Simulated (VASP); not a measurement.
Set up this calculation in VASP 6.6.1, as the native input.

```
Task                   : single point
Functional             : PBE
Potentials or basis    : VASP PAW PBE potentials, release 64 (Al, As)
Cutoff                 : 500 eV
k mesh                 : 7 × 7 × 7
Occupations            : gaussian, width 0.01 eV
Spin                   : no spin polarisation
Dipole correction      : no
Further INCAR settings : ALGO = Normal; EDIFF = 1e-06; NBANDS = 11
```

The structure of AlAs lies in POSCAR:

```
AlAs
1.0
    4.0027900000      0.0000000000      0.0000000000
    2.0013950000      3.4665178260      0.0000000000
    2.0013950000      1.1555059420      3.2682643492
Al As
1 1
Direct
    0.0000000000      0.0000000000      0.0000000000
    0.2500000000      0.2500000000      0.2500000000
```

The input as run:

INCAR

```
SYSTEM = AlAs
PREC = Accurate
ENCUT = 500
EDIFF = 1E-6
ISMEAR = 0
SIGMA = 0.01
LREAL = .FALSE.
LASPH = .TRUE.
NELM = 120
ALGO = Normal
ISIF = 2
LWAVE = .FALSE.
LCHARG = .FALSE.
GGA = PE
NBANDS = 11
GGA_COMPAT = .FALSE.
```

KPOINTS

```
regular mesh
0
G
  7 7 7
  0 0 0
```

Potentials or basis: VASP PAW PBE potentials, release 64 (Al, As).

Launch:

```sh
$ cat potpaw_PBE.64/Al/POTCAR potpaw_PBE.64/As/POTCAR > POTCAR
$ mpirun -np 1 vasp_std > vasp.out
```

It gave:

```json
{
  "Pressure": "2.8 GPa",
  "Band gap on the k mesh": "1.54 eV, indirect (least direct gap 2.06 eV)"
}
```

It took 20 s on 1 thread of AMD EPYC 7R13, on a shared host, peak memory 0.14 GiB.
